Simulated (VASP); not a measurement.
Crystal: MgH2.

```xyz
3
Lattice="4.0678 0.0000 0.0000 0.0000 4.0678 0.0000 0.0000 0.0000 2.8764" Properties=species:S:1:pos:R:3 pbc="T T T"
Mg    0.0000    0.0000    0.0000
H     2.0339    0.0000    1.4382
H     0.0000    2.0339    1.4382
```

This cell differs from its parent crystal: atoms taken out.

- Program: VASP 6.6.1
- Task: relaxation of cell and atoms
- Functional: PBE
- Potentials or basis: VASP PAW PBE potentials, release 64 (Mg, H)
- Cutoff: 600 eV
- k mesh: 4 × 4 × 6
- Occupations: gaussian, width 0.1 eV
- Spin: no spin polarisation

At the start: pressure -10.2 GPa; volume 15.86 Å³/atom.

Problem. How do energy, volume and symmetry change on relaxing?

Solution. Over 8 steps the energy falls by 327.3 meV/atom and the volume is 9.52 Å³/atom (-40.0 %); space group P4/mmm (No. 123, to 0.1 Å) before and after.

Step by step:
```
step  energy change (eV)  largest force (eV/Å)  pressure (GPa)  volume (Å³)
   1              0.0000                0.0000          -10.23        47.59
   2             -0.4801                0.0000           -9.41        40.92
   3             -0.8366                0.0000           10.15        24.42
   4             -0.9662                0.0000           -2.80        30.47
   5             -0.9776                0.0000           -1.15        29.25
   6             -0.9781                0.0000           -0.57        28.89
   7             -0.9816                0.0000            0.10        28.63
   8             -0.9819                0.0000            0.31        28.56
```

Final structure:
```xyz
3
Lattice="3.2765 0.0000 0.0000 0.0000 3.2765 0.0000 0.0000 0.0000 2.6601" Properties=species:S:1:pos:R:3 pbc="T T T"
Mg    0.0000    0.0000    0.0000
H     1.6383    0.0000    1.3301
H     0.0000    1.6383    1.3301
```

Caveat: the k points lie up to 0.48 Å⁻¹ apart in the final cell, too coarse for converged energies and pressures of a metal; the cell differs from its parent crystal (atoms taken out); the volume moved by over 15 % at a fixed basis, so the end points are rough.
